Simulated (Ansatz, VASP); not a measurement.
## Two plane-wave programs on WC

INCAR

```
PREC = Accurate
ENCUT = 600
EDIFF = 1E-6
ISMEAR = 0
SIGMA = 0.1
LREAL = False
LASPH = True
NELM = 100
ALGO = Normal
ISIF = 3
LWAVE = False
LCHARG = False
GGA = PE
IBRION = 2
NSW = 100
EDIFFG = -0.005
```

KPOINTS

```
Automatic mesh
0
Gamma
  18 18 14
```

File POSCAR:

```
WC
1.0
    2.9225169305      0.0000000000      0.0000000000
   -1.4612584652      2.5309739048      0.0000000000
    0.0000000000      0.0000000000      2.8461543321
W C
1 1
Direct
    0.0000000000      0.0000000000      0.0000000000
    0.6666666667      0.3333333333      0.5000000000
```

Input for Ansatz:

```yaml
crystal:
  lattice:
    - [2.9225169299, 0.0, 0.0]
    - [-1.4612584649, 2.5309739042, 0.0]
    - [0.0, 0.0, 2.8461543311]
  atoms:
    - { symbol: W, position: [0.0, 0.0, 0.0] }
    - { symbol: C, position: [0.6666666667, 0.3333333333, 0.5] }
basis:
  ecutwfc: 420
kpoints:
  mp_grid: { grid: [18, 18, 14] }
hamiltonian:
  xc: pbe
scf:
  occupations: { method: gaussian, width: 0.1 }
output:
  forces: true
  stress: true
  eigenvalues: true
relax:
  adjacent_minimum: "off"
  f_tol: 0.005
  max_steps: 80
  cell: { stress_tol: 0.05 }
```

Alike in both runs: task relaxation of cell and atoms; functional PBE; k mesh 18 × 18 × 14; occupations gaussian, width 0.1 eV; no spin polarisation.

```csv
,VASP,Ansatz
version,VASP 6.6.1,Ansatz 0.2.0
potentials or method,"VASP PAW PBE potentials, release 64 (W_sv, C), cutoff 600 eV","scalar-relativistic, plane waves, PAW"
valence electrons in the cell,18,18
```

|  | VASP | Ansatz | Ansatz less VASP |
| --- | --- | --- | --- |
| gap on the k mesh at the Fermi level, each at its own relaxed structure (eV) | none | none | - |
| relaxed volume (Å³/atom) | 10.55 | 10.52 | -0.027 |
| relaxed length of the cell vector where the two differ most in proportion (Å) | 2.849 | 2.847 | -0.0024 |

A gap of «none» marks a metal or a gap that the smearing closes.

Neither program's run includes spin-orbit coupling.
